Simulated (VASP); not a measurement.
Si:

```
Si
1.0
     3.83132    0.00000    0.00000
    -1.91566    3.31802    0.00000
     0.00000    0.00000    6.33262
Si
4
Direct
  0.33333 0.66667 0.06301
  0.66667 0.33333 0.56301
  0.33333 0.66667 0.43699
  0.66667 0.33333 0.93699
```

Program: VASP 6.6.1. Alike in all runs: task single point; level PBE; potentials or basis VASP PAW PBE potentials, release 64 (Si); no spin polarisation; cell as given; cutoff (eV) 500; smearing fermi-dirac 0.1 eV.

Task: Order these runs on this cell by their band gap on the k mesh, lowest first.
A. k mesh 2 × 2 × 1
B. k mesh 5 × 5 × 3
C. k mesh 3 × 3 × 2

Result: A (0.36 eV), B (0.54 eV), C (0.71 eV).

Caveats: some runs use coarse meshes.

A k mesh can miss the band edges, odd and even meshes differently.
